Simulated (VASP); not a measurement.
LiCl: single point with PBE

The system is LiCl.

```
CELL_PARAMETERS angstrom
-0.81090 2.22996 2.22996
2.22996 -0.81090 2.22996
2.22996 2.22996 -0.81090
ATOMIC_POSITIONS crystal
Li 0.00000 0.00000 0.00000
Cl 0.50000 0.50000 0.50000
```

This cell differs from its parent crystal: ratio of the length along [111] to the lengths across it x 0.6, volume and fractional coordinates fixed.

```json
{
  "Program": "VASP 6.6.1",
  "Task": "single point",
  "Functional": "PBE",
  "Potentials or basis": "VASP PAW PBE potentials, release 64 (Li_sv, Cl)",
  "Cutoff": "520 eV",
  "k mesh": "8 × 8 × 8",
  "Occupations": "gaussian, width 0.05 eV",
  "Spin": "no spin polarisation",
  "Dipole correction": "no",
  "Further INCAR settings": "ALGO = Normal; EDIFF = 1e-07; NBANDS = 12"
}
```

```json
{"Band gap on the k mesh": "4.79 eV, indirect (least direct gap 5.09 eV)"}
```

Levels at points of the mesh, in eV from the valence-band top:
```
           k point  band 2  band 3  band 4  band 5  band 6  band 7  band 8  band 9
(0.00, 0.00, 0.00)  -14.18   -0.89   -0.89   -0.17    4.92    9.06    9.06   13.03
(0.50, 0.00, 0.00)  -13.64   -3.88   -0.44   -0.03    6.14    9.30   10.23   11.37
(0.50, 0.50, 0.00)  -13.11   -3.48   -3.04    0.00    5.62    9.90   10.23   11.04
(0.50, 0.50, 0.50)  -12.69   -2.76   -2.16   -2.16    4.79    5.91    5.91   12.88
```

Wall time 11 s on 1 thread of Intel(R) Xeon(R) Platinum 8259CL CPU @ 2.50GHz (Skylake/Cascade Lake) (shared host), peak memory 0.14 GiB.

 A k mesh can miss the band edges.
